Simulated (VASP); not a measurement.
# LiHF2 (C2/m) in VASP: G0W0 quasiparticle levels with r2SCAN

Aim: the G0W0 quasiparticle levels of LiHF2 with r2SCAN.

All numbers are computed with VASP 6.6.1; they aren't measurements. Logs are shortened: lines on timing, memory, paths and dates and some standing lists are left out, and cuts for length are marked.

### Step 1. The cell of the first run

The typed cell holds 4 atoms: a = 2.935 Å, b = 2.935 Å, c = 5.524 Å, α = 122.06°, β = 122.06°, γ = 60.00°.

### Step 2. G0W0 quasiparticle levels, r2SCAN

POSCAR

```
LiHF2
1.0
    2.5291182365     -1.4676188111     -0.2569609561
    2.5291182365      1.4676188111     -0.2569609561
   -2.9271974690      0.0000000000      4.6845778531
Li H F
1 1 2
Direct
    0.0000000000      0.0000000000      0.0000000000
    0.0000000000      0.0000000000      0.5000000000
    0.1734003524      0.1734003524      0.7597943795
    0.8265996476      0.8265996476      0.2402056205
```

INCAR.step1

```
SYSTEM = LiHF2
ALGO     = Normal         ! electronic algorithm
EDIFF    = 1E-8           ! SCF threshold, eV
ENCUT    = 500            ! plane-wave cutoff, eV
ISMEAR   = 0              ! smearing method
LASPH    = .TRUE.         ! aspherical terms in the spheres
LCHARG   = .FALSE.        ! write CHGCAR
LMIXTAU  = .TRUE.       
LREAL    = .FALSE.        ! projectors in reciprocal space
LWAVE    = .TRUE.         ! write WAVECAR
METAGGA  = R2SCAN         ! meta-GGA
NELM     = 60             ! most SCF steps
PREC     = Accurate       ! precision mode
SIGMA    = 0.01           ! smearing width, eV
```

INCAR.step2

```
SYSTEM = LiHF2
ALGO     = Exact          ! electronic algorithm
EDIFF    = 1E-8           ! SCF threshold, eV
ENCUT    = 500            ! plane-wave cutoff, eV
ISMEAR   = 0              ! smearing method
ISTART   = 1            
LASPH    = .TRUE.         ! aspherical terms in the spheres
LCHARG   = .FALSE.        ! write CHGCAR
LMIXTAU  = .TRUE.       
LOPTICS  = .TRUE.         ! frequency-dependent dielectric function
LREAL    = .FALSE.        ! projectors in reciprocal space
LWAVE    = .TRUE.         ! write WAVECAR
METAGGA  = R2SCAN         ! meta-GGA
NBANDS   = 130            ! bands
NELM     = 1              ! most SCF steps
PREC     = Accurate       ! precision mode
SIGMA    = 0.01           ! smearing width, eV
```

INCAR.step3

```
SYSTEM = LiHF2
ALGO     = EVGW0          ! electronic algorithm
EDIFF    = 1E-8           ! SCF threshold, eV
ENCUT    = 500            ! plane-wave cutoff, eV
ENCUTGW  = 140.0          ! cutoff of the response function
ISMEAR   = 0              ! smearing method
ISTART   = 1            
LASPH    = .TRUE.         ! aspherical terms in the spheres
LCHARG   = .FALSE.        ! write CHGCAR
LMIXTAU  = .TRUE.       
LREAL    = .FALSE.        ! projectors in reciprocal space
LWAVE    = .FALSE.        ! write WAVECAR
METAGGA  = R2SCAN         ! meta-GGA
NBANDS   = 130            ! bands
NBANDSGW = 16           
NELMGW   = 1            
NOMEGA   = 96             ! frequency points
OMEGAMAX = 20           
PREC     = Accurate       ! precision mode
PRECFOCK = Fast         
SIGMA    = 0.01           ! smearing width, eV
```

KPOINTS

```
k-points
0
G
  6 6 4
  0 0 0
```

Potentials or basis: VASP PAW PBE potentials, release 64 (Li_GW, H_GW, F_GW).

Launch:

```bash
$ cat potpaw_PBE.64/Li_GW/POTCAR potpaw_PBE.64/H_GW/POTCAR potpaw_PBE.64/F_GW/POTCAR > POTCAR
$ cp INCAR.step1 INCAR
$ mpirun -np 1 vasp_std > vasp.out
$ cp INCAR.step2 INCAR
$ mpirun -np 1 vasp_std > vasp.out
$ cp INCAR.step3 INCAR
$ mpirun -np 1 vasp_std > vasp.out
```

OUTCAR:

```text
SYSTEM = LiHF2
   EDIFF = 1E-8
   ENCUT = 500
   ENCUTGW = 140.0
   ISMEAR = 0
   ISTART = 1
   LASPH = .TRUE.
   LREAL = .FALSE.
   METAGGA = R2SCAN
   NELMGW = 1
   PREC = Accurate
   PRECFOCK = Fast

 ion  position               nearest neighbor table
   1  0.000  0.000  0.000-   4 1.99   4 1.99   3 1.99   3 1.99   3 1.99   4 1.99
   2  0.000  0.000  0.500-   3 1.13   4 1.13
   3  0.173  0.173  0.760-   2 1.13   1 1.99   1 1.99   1 1.99
   4  0.827  0.827  0.240-   2 1.13   1 1.99   1 1.99   1 1.99

  Warning from LATTYP: Got some problem with cell dimensions!
  Tried to take original basis but could not verify dimensions!
  LATTYP: Found a base centered monoclinic cell.
 ALAT       =     5.0842769347
 B/A-ratio  =     0.5773166293
 C/A-ratio  =     0.9211843121
 COS(beta)  =    -0.3626628454

  Lattice vectors:

 A1 = (  -2.5291182365,   1.4676188111,   0.2569609561)
 A2 = (  -2.5291182365,  -1.4676188111,   0.2569609561)
 A3 = (   2.1310390040,   0.0000000000,   4.1706559409)

Analysis of symmetry for initial positions (statically):
=====================================================================
 Subroutine PRICEL returns:
 Original cell was already a primitive cell.

 Routine SETGRP: Setting up the symmetry group for a
 base centered monoclinic supercell.

 Subroutine GETGRP returns: Found  4 space group operations
 (whereof  4 operations were pure point group operations)
 out of a pool of  4 trial point group operations.

The static configuration has the point symmetry C_2h.

Analysis of symmetry for dynamics (positions and initial velocities):
=====================================================================
 Subroutine PRICEL returns:
 Original cell was already a primitive cell.

 Routine SETGRP: Setting up the symmetry group for a
 base centered monoclinic supercell.

 Subroutine GETGRP returns: Found  4 space group operations
 (whereof  4 operations were pure point group operations)
 out of a pool of  4 trial point group operations.

The dynamic configuration has the point symmetry C_2h.

 Subroutine INISYM returns: Found  4 space group operations
 (whereof  4 operations are pure point group operations),
 and found     1 'primitive' translations

----------------------------------------------------------------------------------------

                                     Primitive cell

  volume of cell :      32.5684

  direct lattice vectors                    reciprocal lattice vectors
     2.529118237 -1.467618811 -0.256960956     0.211099257 -0.340687920  0.131907128
     2.529118237  1.467618811 -0.256960956     0.211099257  0.340687920  0.131907128
    -2.927197469  0.000000000  4.684577853     0.023158658  0.000000000  0.227937286

  length of vectors
     2.935365899  2.935365899  5.523925659     0.421936779  0.421936779  0.229110737

  position of ions in fractional coordinates (direct lattice)
     0.000000000  0.000000000  0.000000000
     0.000000000  0.000000000  0.500000000
     0.173400352  0.173400352  0.759794380
     0.826599648  0.826599648  0.240205620

  ion indices of the primitive-cell ions
   primitive index   ion index
                 1           1
                 2           2
                 3           3
                 4           4

----------------------------------------------------------------------------------------

 KPOINTS: k-points

Automatic generation of k-mesh.
 Grid dimensions read from file:
 generate k-points for:    6    6    4

 Generating k-lattice:

  Cartesian coordinates                     Fractional coordinates (reciprocal lattice)
     0.035183210 -0.056781320  0.021984521     0.166666667  0.000000000  0.000000000
     0.035183210  0.056781320  0.021984521     0.000000000  0.166666667  0.000000000
     0.005789664  0.000000000  0.056984322     0.000000000  0.000000000  0.250000000

  Length of vectors
     0.070322797  0.070322797  0.057277684

  Shift w.r.t. Gamma in fractional coordinates (k-lattice)
     0.000000000  0.000000000  0.000000000

 Subroutine IBZKPT returns following result:
 ===========================================

 Found     47 irreducible k-points:

 Following reciprocal coordinates:
            Coordinates               Weight
  0.000000  0.000000  0.000000      1.000000
  0.166667  0.000000  0.000000      4.000000
  0.333333 -0.000000  0.000000      4.000000
  0.500000 -0.000000  0.000000      2.000000
  0.166667  0.166667  0.000000      2.000000
  0.333333  0.166667  0.000000      4.000000
[... 16 lines left out ...]
 -0.333333  0.166667  0.250000      4.000000
 -0.166667  0.166667  0.250000      4.000000
 [... further k-points ...]
   k-points           NKPTS =     47   k-points in BZ     NKDIM =    144   number of bands    NBANDS=    130
   number of dos      NEDOS =    301   number of ions     NIONS =      4
   total plane-waves  NPLWV =  23040
   dimension x,y,z NGX =    24 NGY =   24 NGZ =   40
   dimension x,y,z NGXF=    48 NGYF=   48 NGZF=   80
   ions per type =               1   1   2
   NGX,Y,Z   is equivalent  to a cutoff of  13.59, 13.59, 12.04 a.u.
   NGXF,Y,Z  is equivalent  to a cutoff of  27.19, 27.19, 24.08 a.u.
 SYSTEM =  LiHF2
   PREC   = accura    normal or accurate (medium, high low for compatibility)
   ISTART =      1    job   : 0-new  1-cont  2-samecut
   ICHARG =      0    charge: 1-file 2-atom 10-const
   ISPIN  =      1    spin polarized calculation?
   LNONCOLLINEAR =      F non collinear calculations
   LSORBIT =      F    spin-orbit coupling
   LASPH  =      T    aspherical Exc in radial PAW
   ENCUT  =  500.0 eV  36.75 Ry    6.06 a.u.   5.35  5.35 10.07*2*pi/ulx,y,z
   NELM   =     60;   NELMIN=  2; NELMDL=  0     # of ELM steps
   EDIFF  = 0.1E-07   stopping-criterion for ELM
   LREAL  =      F    real-space projection
   EDIFFG = 0.1E-06   stopping-criterion for IOM
   NSW    =      0    number of steps for IOM
   IBRION =     -1    ionic relax: 0-MD 1-quasi-New 2-CG
   NFREE  =      0    steps in history (QN), initial steepest desc. (CG)
   ISIF   =      0    stress and relaxation
   ISYM   =      3    0-nonsym 1-usesym 2-fastsym
   POTIM  = 0.5000    time-step for ionic-motion
   TEBEG  =    0.0;   TEEND  =   0.0 temperature during run
   PSTRESS=    0.0 pullay stress
   NELECT =      16.0000    total number of electrons
   NUPDOWN=      -1.0000    fix difference up-down
   EMIN   =  10.00;   EMAX   =-10.00  energy-range for DOS
   EFERMI =   0.00;   METHOD = LEGACY
   ISMEAR =     0;   SIGMA  =   0.01  broadening in eV -4-tet -1-fermi 0-gaus
   EFERMI_NEDOS =   21; number of points for ismear=-14 and -15
   IALGO  =     38    algorithm
   IMIX   =      4    mixing-type and parameters
     AMIX     =   0.40;   BMIX     =  1.00
     AMIX_MAG =   1.60;   BMIX_MAG =  1.00
  volume/ion in A,a.u.               =       8.14        54.95
  Fermi-wavevector in a.u.,A,eV,Ry     =   1.291762  2.441076 22.703347  1.668649
  Thomas-Fermi vector in A             =   2.423512
   LORBIT       =      0    0 simple, 1 ext, 2 COOP (PROOUT), +10 PAW based schemes
   METAGGA = R2SCAN    functional components
   LHFCALC =     T    Hartree Fock is set to
   PRECFOCK=fast      Normal, Fast or Accurate (Low or Medium for compatibility)
   ENCUT4O =  -1.0   cutoff for four orbital integrals eV
   NKREDX  =     1    reduce k-point grid by
   NKREDY  =     1    reduce k-point grid by
   NKREDZ  =     1    reduce k-point grid by
   AEXX    =    1.0000 exact exchange contribution
   HFSCREEN=    0.0000 screening length (either q_TF or 0.3 A-1)
   HFSCREENC=   0.0000 screening length for correlation (either q_TF or 0.3 A-1)
   ENCUTFOCK=  -1.0 apply spherical cutoff to Coloumb kernel
   IVDW    =     0    specifies the selected vdW correction
   LEPSILON=     F    determine dielectric tensor
   LRPA    =     F    only Hartree local field effects (RPA)
   LRPAFORCE           =     F    calculate RPA forces
   ENCUTGW             = 140.0    cutoff for response function in eV
   ENCUTGWSOFT         = 112.0    soft cutoff for Coulomb kernel in GW response function in eV
   ENCUTLF             =  -1.0    cutoff for local field effects
   NELMGW              =     1    number of iterations in solving QP/BSE equation
   NELMHF              =     1    number of iterations in the inner HF iteration
   NKREDLFX            =     1    NKREDLFY  =   1   NKREDLFZ  =   1
 non-spin polarized calculation
 Gauss-broadening in eV      SIGMA  =   0.01
  energy-cutoff  :      500.00
  volume of cell :       32.57
 maximum number of plane-waves:       861
 NGX is ok and might be reduce to    24
  NGX = 12; NGY = 12; NGZ = 24
   NGX = 11   NGY = 11   NGZ = 21
 maximum number of plane-waves:       127

 QP shifts <psi_nk| G(iteration)W_0 |psi_nk>: iteration 1
 for sc-GW calculations column KS-energies equals QP-energies in previous step
 and V_xc(KS)=  KS-energies - (<T + V_ion + V_H > + <T+V_H+V_ion>^1  + <V_x>^1)

 k-point   1 :       0.0000    0.0000    0.0000
  band No.  KS-energies  QP-energies   sigma(KS)   V_xc(KS)     V^pw_x(r,r')   Z            occupation Imag(sigma)

      1     -26.4151     -30.0746     -28.2581     -24.1185     -36.4587       0.8840       2.0000       1.1190
      2     -24.9109     -27.9886     -29.2082     -25.3216     -37.5309       0.7919       2.0000       0.8982
      3      -9.9850     -12.8452     -23.3795     -19.8888     -27.6051       0.8194       2.0000       0.0494
      4      -4.5376      -6.9356     -26.2833     -23.4058     -30.7482       0.8334       2.0000       0.0334
      5      -4.5376      -6.9356     -26.2833     -23.4058     -30.7482       0.8334       2.0000       0.0334
      6      -4.3394      -6.7343     -26.5131     -23.6383     -30.9815       0.8331       2.0000       0.0328
[... 8 lines left out ...]
     15      21.2621      22.5791      -5.5781      -7.0620      -2.2627       0.8874       0.0000      -0.0686
     16      21.2645      22.5816      -5.5783      -7.0628      -2.2628       0.8872       0.0000      -0.0686

 k-point   2 :       0.1667    0.0000    0.0000
  band No.  KS-energies  QP-energies   sigma(KS)   V_xc(KS)     V^pw_x(r,r')   Z            occupation Imag(sigma)

      1     -26.3120     -29.9107     -28.3484     -24.2409     -36.5611       0.8761       2.0000       1.1066
      2     -24.9013     -27.9792     -29.2298     -25.3399     -37.5488       0.7913       2.0000       0.8958
      3      -9.7731     -12.6018     -23.5689     -20.1220     -27.7920       0.8207       2.0000       0.0480
      4      -5.0646      -7.5767     -25.4132     -22.4019     -29.7179       0.8342       2.0000       0.0329
      5      -4.8735      -7.3590     -25.7930     -22.8120     -30.1193       0.8337       2.0000       0.0320
      6      -4.7939      -7.2510     -25.9859     -23.0353     -30.4356       0.8328       2.0000       0.0338
[... 8 lines left out ...]
     15      17.5261      19.4198      -5.7032      -7.8265      -2.4406       0.8918       0.0000      -0.0377
     16      21.7324      23.1725      -6.1589      -7.7937      -2.7555       0.8809       0.0000      -0.0880
[... 421 lines left out ...]
 k-point  24 :      -0.1667    0.1667    0.2500
  band No.  KS-energies  QP-energies   sigma(KS)   V_xc(KS)     V^pw_x(r,r')   Z            occupation Imag(sigma)

      1     -26.1204     -29.5924     -28.5237     -24.4706     -36.7517       0.8566       2.0000       1.0781
      2     -24.9323     -28.0209     -29.2171     -25.3140     -37.5311       0.7913       2.0000       0.8986
      3      -9.3310     -12.0888     -23.9708     -20.6131     -28.1899       0.8214       2.0000       0.0455
      4      -5.9713      -8.6670     -24.3401     -21.1040     -28.5399       0.8330       2.0000       0.0353
      5      -5.1383      -7.7296     -25.3786     -22.2658     -29.7477       0.8325       2.0000       0.0336
      6      -5.0630      -7.5330     -25.6641     -22.7057     -29.9259       0.8349       2.0000       0.0319
[... 8 lines left out ...]
     15      17.4036      19.2361      -6.1047      -8.1627      -2.8228       0.8904       0.0000      -0.0381
     16      20.8114      22.3357      -5.5009      -7.2238      -2.1101       0.8847       0.0000      -0.0641

 [... further k-points ...]
```

Wall time 14 min (1 thread of Intel Xeon 6975P-C (Granite Rapids), shared host); peak memory 0.82 GiB.

Results:

| Item | Value |
| --- | --- |
| Quasiparticle gap | 13.13 eV |
| Least direct quasiparticle gap | 13.14 eV |
| Band gap of the starting levels on the mesh | 9.20 eV |
| Least direct gap of the starting levels on the mesh | 9.42 eV |

Caveat: the k points lie up to 0.44 Å⁻¹ apart; bands, screening cutoff and mesh are small and nothing is extrapolated, so the quasiparticle values aren't converged.
